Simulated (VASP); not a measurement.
Here is a VASP 6.6.1 calculation.

Contents of INCAR:

```
PREC = Accurate
ENCUT = 520
EDIFF = 1E-8
ISMEAR = -1
SIGMA = 0.01
LREAL = F
LASPH = T
NELM = 80
ALGO = Normal
ISIF = 2
LWAVE = F
LCHARG = F
GGA = PE
LEFG = T
NBANDS = 16
```

Contents of KPOINTS:

```
regular mesh
0
Gamma
  9 9 9
```

POSCAR

```
AgCl
1.0
    3.5013229026      0.0000000000      0.0000000000
    0.0000000000      3.5013229026      0.0000000000
    0.0000000000      0.0000000000      3.5013229026
Ag Cl
1 1
Direct
    0.0000000000      0.0000000000      0.0000000000
    0.5000000000      0.5000000000      0.5000000000
```

Potentials or basis: VASP PAW PBE potentials, release 64 (Ag, Cl).

Run with:

```bash
$ cat potpaw_PBE.64/Ag/POTCAR potpaw_PBE.64/Cl/POTCAR > POTCAR
$ mpirun -np 1 vasp_std > vasp.out
```

Estimate the band gap on the k mesh.

0.60 eV (least direct gap 1.89 eV).

Predict the pressure.

-2.6 GPa.

Caveat: semilocal functionals underestimate gaps, and a narrow one can read as zero; an odd mesh through Γ misses points on the zone boundary, where band edges can lie.
